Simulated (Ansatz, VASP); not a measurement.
One calculation of YbOs, two programs

The input POSCAR:

```
YbOs
1.0
    3.3498024728      0.0000000000      0.0000000000
    0.0000000000      3.3498024728      0.0000000000
    0.0000000000      0.0000000000      3.3498024728
Yb Os
1 1
Direct
    0.0000000000      0.0000000000      0.0000000000
    0.5000000000      0.5000000000      0.5000000000
```

File INCAR.step1:

```
SYSTEM = YbOs
ALGO = Normal
EDIFF = 1E-4
ENCUT = 520
GGA = PE
ISMEAR = 0
LASPH = .True.
LCHARG = .False.
LREAL = .False.
LWAVE = .True.
NBANDS = 23
NELM = 80
PREC = Accurate
SIGMA = 0.05
```

Contents of INCAR.step2:

```
SYSTEM = YbOs
ALGO = Normal
EDIFF = 1E-6
ENCUT = 520
ISIF = 2
ISMEAR = 0
ISTART = 1
LASPH = .True.
LCHARG = .False.
LMIXTAU = .True.
LREAL = .False.
LWAVE = .False.
METAGGA = R2SCAN
NBANDS = 23
NELM = 80
PREC = Accurate
SIGMA = 0.05
```

KPOINTS

```
k-points
0
Gamma
  10 10 10
  0 0 0
```

Input for Ansatz:

```yaml
crystal:
  lattice:
    - [3.3498024728, 0.0, 0.0]
    - [0.0, 3.3498024728, 0.0]
    - [0.0, 0.0, 3.3498024728]
  atoms:
    - { symbol: Yb, position: [0.0, 0.0, 0.0] }
    - { symbol: Os, position: [0.5, 0.5, 0.5] }
basis:
  ecutwfc: 500
  ecutrho_ratio: 4
kpoints:
  mp_grid: { grid: [10, 10, 10] }
hamiltonian:
  xc: r2scan
scf:
  occupations: { method: gaussian, width: 0.05 }
output:
  forces: true
  stress: true
  eigenvalues: true
```

Alike in both runs: task single point; functional r2SCAN; k mesh 10 × 10 × 10; occupations gaussian, width 0.05 eV; no spin polarisation.

```csv
,VASP,Ansatz
version,VASP 6.6.1,Ansatz 0.2.0
potentials or method,"VASP PAW PBE potentials, release 64 (Yb, Os), cutoff 520 eV","scalar-relativistic, plane waves, PAW"
valence electrons in the cell,32,40
```

Ansatz gave:

| Item | Value |
| --- | --- |
| gap on the k mesh at the Fermi level (eV) | none |
| pressure (GPa) | -2.6 |

Q: What did VASP give for the same quantities?

A: gap on the k mesh at the Fermi level (eV): none; pressure (GPa): -3.8.

VASP's potentials were made for PBE, not for r2SCAN. A gap of «none» marks a metal or a gap that the smearing closes. With one functional, cell and mesh, what is left measures potentials, basis and numerics. VASP's potentials hold 32 valence electrons a cell and Ansatz's 40, so a difference there can come from the potentials and not from the codes.

Spin-orbit coupling is off throughout.
